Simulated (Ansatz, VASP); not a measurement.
**InCu3O3 in VASP and in Ansatz**

```
In Cu O
1.0
     3.35427    0.00000    0.00000
    -1.67713    2.90488    0.00000
     0.00000    0.00000    9.90985
In Cu O
1 3 3
Direct
  0.00000 0.00000 0.00000
  0.33333 0.66667 0.30927
  0.33333 0.66667 0.69073
  0.00000 0.00000 0.50000
  0.33333 0.66667 0.12436
  0.33333 0.66667 0.50000
  0.33333 0.66667 0.87564
```

Alike in both runs: task relaxation of cell and atoms; functional PBE; k mesh 12 × 12 × 4; occupations gaussian, width 0.1 eV; no spin polarisation.

|  | VASP | Ansatz |
| --- | --- | --- |
| version | VASP 6.6.1 | Ansatz 0.2.0 |
| potentials or method | VASP PAW PBE potentials, release 64 (In_d, Cu, O), cutoff 600 eV | scalar-relativistic, plane waves, PAW |
| valence electrons in the cell | 64 | 88 |

Ansatz gave:

```
gap on the k mesh at the Fermi level, each at its own relaxed structure (eV) : none
relaxed volume (Å³/atom)                                                     : 13.82
relaxed cell length with the largest relative difference (Å)                 : 9.937
```

Q: Estimate VASP's values.

A: gap on the k mesh at the Fermi level, each at its own relaxed structure (eV): none; relaxed volume (Å³/atom): 13.87; relaxed cell length with the largest relative difference (Å): 9.963.

A gap of «none» marks a metal or a gap that the smearing closes. VASP's potentials hold 64 valence electrons a cell and Ansatz's 88, so a difference there can come from the potentials and not from the codes.
